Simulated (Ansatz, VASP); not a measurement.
## One calculation of SnO, two programs

```
Sn O
1.0
     3.79860    0.00000    0.00000
     0.00000    3.79860    0.00000
     0.00000    0.00000    4.88921
Sn O
2 2
Direct
  0.50000 0.00000 0.24029
  0.00000 0.50000 0.75971
  0.00000 0.00000 0.00000
  0.50000 0.50000 0.00000
```

Change from the starting cell: z stretched by +1 %, ions relaxed.

Alike in both runs: functional PBE; k mesh 12 × 12 × 10; occupations fermi-dirac, width 0.05 eV; no spin polarisation.

Ansatz relaxed the structure, and its values are those at the end. VASP's run is a single point on that final structure, the one shown.

|  | VASP | Ansatz |
| --- | --- | --- |
| version | VASP 6.6.1 | Ansatz 0.2.0 |
| potentials or method | VASP PAW PBE potentials, release 64 (Sn_d, O) | plane-wave PAW, scalar-relativistic |
| plane-wave cutoff (eV) | 520 | 420 |
| valence electrons in the cell | 40 | 40 |

```tsv
	VASP	Ansatz	Ansatz less VASP
pressure (GPa)	3.1	2.9	-0.22
rms of the force components (eV/Å)	0.034	0.000	-0.0336
```

Ansatz's warnings: stress scf threshold loose.
